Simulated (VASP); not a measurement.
Input of a VASP 6.6.1 run:

The input INCAR:

```
SYSTEM = F
ALGO = Normal
EDIFF = 1E-6
EDIFFG = -0.005
ENCUT = 600
GGA = PE
IBRION = 2
ISIF = 3
ISMEAR = -1
LASPH = .True.
LCHARG = .False.
LREAL = .False.
LWAVE = .False.
NELM = 80
NSW = 100
PREC = Accurate
SIGMA = 0.08
```

The input KPOINTS:

```
k-points
0
Gamma
  19 19 10
  0 0 0
```

File POSCAR:

```
F
1.0
    2.5123336524      0.0000000000      0.0000000000
   -1.2561668262      2.1757447658      0.0000000000
    0.0000000000      0.0000000000      4.0699805169
F
2
Direct
    0.3333333333      0.6666666667      0.2500000000
    0.6666666667      0.3333333333      0.7500000000
```

Potentials or basis: VASP PAW PBE potentials, release 64 (F).

Run with:

```console
$ cat potpaw_PBE.64/F/POTCAR > POTCAR
$ mpirun -np 1 vasp_std > vasp.out
```

Q: Estimate the relaxed volume.

A: 10.32 Å³/atom.

Q: What does it give for the relaxed cell?

A: a = 2.839 Å, b = 2.839 Å, c = 2.957 Å, α = 90.00°, β = 90.00°, γ = 120.00°.

Q: What does it give for the band gap on the k mesh?

A: Zero (band 7 reaches -2.67 eV, above the bottom of band 8 at -4.18 eV).

Q: Predict the space group after relaxing (to 0.05 Å).

A: P6_3/mmc (No. 194).

Final structure:
```
F
1.0
     2.83906    0.00000    0.00000
    -1.41953    2.45870    0.00000
     0.00000    0.00000    2.95678
F
2
Direct
  0.33333 0.66667 0.25000
  0.66667 0.33333 0.75000
```
